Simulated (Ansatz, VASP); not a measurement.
## AlN: VASP beside Ansatz

```xyz
2
Lattice="0.0000 2.1849 2.1849 2.1849 0.0000 2.1849 2.1849 2.1849 0.0000" Properties=species:S:1:pos:R:3 pbc="T T T"
Al    0.0000    0.0000    0.0000
N     3.2773    3.2773    3.2773
```

Alike in both runs: task single point; functional PBE; k mesh 10 × 10 × 10; occupations fermi-dirac, width 0.02 eV; no spin polarisation.

|  | VASP | Ansatz |
| --- | --- | --- |
| version | VASP 6.6.1 | Ansatz 0.2.0 |
| potentials or method | VASP PAW PBE potentials, release 64 (Al, N) | plane waves, PAW |
| plane-wave cutoff (eV) | 520 | 420 |
| valence electrons in the cell | 8 | 8 |

```tsv
	VASP	Ansatz	Ansatz less VASP
gap on the k mesh at the Fermi level (eV)	3.32	3.33	+0.008
pressure (GPa)	4.3	4.6	+0.27
```
